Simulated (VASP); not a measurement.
**Te: single point with PBE**

Te:

```
Te
1.0
     4.31909    0.00000    0.00000
    -2.15955    3.74044    0.00000
     0.00000    0.00000    6.13276
Te
3
Direct
  0.72156 0.00000 0.33333
  0.00000 0.72156 0.66667
  0.27844 0.27844 0.00000
```

This cell differs from its parent crystal: biaxial strain in the a-b plane: -4.5 %, then relaxed in part.

| Quantity | Value |
| --- | --- |
| Program | VASP 6.6.1 |
| Task | single point |
| Functional | PBE |
| Potentials or basis | VASP PAW PBE potentials, release 64 (Te) |
| Cutoff | 520 eV |
| k mesh | 12 × 12 × 6 |
| Occupations | gaussian, width 0.01 eV |
| Spin | no spin polarisation |

| Property | Result |
| --- | --- |
| Pressure | 1.0 GPa |
| Largest force | 0.009 eV/Å |
| Band gap on the k mesh | zero (filled and empty bands touch) |

Forces in eV/Å, atoms in the order of the input:
```
Te  -0.009  0.000  0.000
Te   0.005 -0.008  0.000
Te   0.005  0.008  0.000
```

Stress tensor (GPa, compression positive):
```
1.43 0.00 0.00
0.00 1.43 0.00
0.00 0.00 0.00
```

Levels at points of the mesh, in eV from the Fermi level:
| k point | band 7 | band 8 | band 9 | band 10 | band 11 | band 12 |
| --- | --- | --- | --- | --- | --- | --- |
| (0.00, 0.00, 0.00) | -1.50 | -1.50 | -0.80 | 1.04 | 1.04 | 1.90 |
| (0.50, 0.00, 0.00) | -3.51 | -0.79 | -0.64 | 0.71 | 0.77 | 2.82 |
| (0.00, 0.00, 0.50) | -1.10 | -0.67 | -0.67 | 0.48 | 0.64 | 0.64 |
| (0.50, 0.00, 0.50) | -2.47 | -2.22 | -0.39 | 0.36 | 1.92 | 2.67 |

It took 2.2 min on 1 thread of Oxide Virtual Turin-like Processor, with other jobs on the host, peak memory 0.25 GiB.

Caveat: the cell differs from its parent crystal (biaxial strain in the a-b plane: -4.5 %, then relaxed in part); spin-orbit coupling is left out, which moves the levels of the heavy elements.
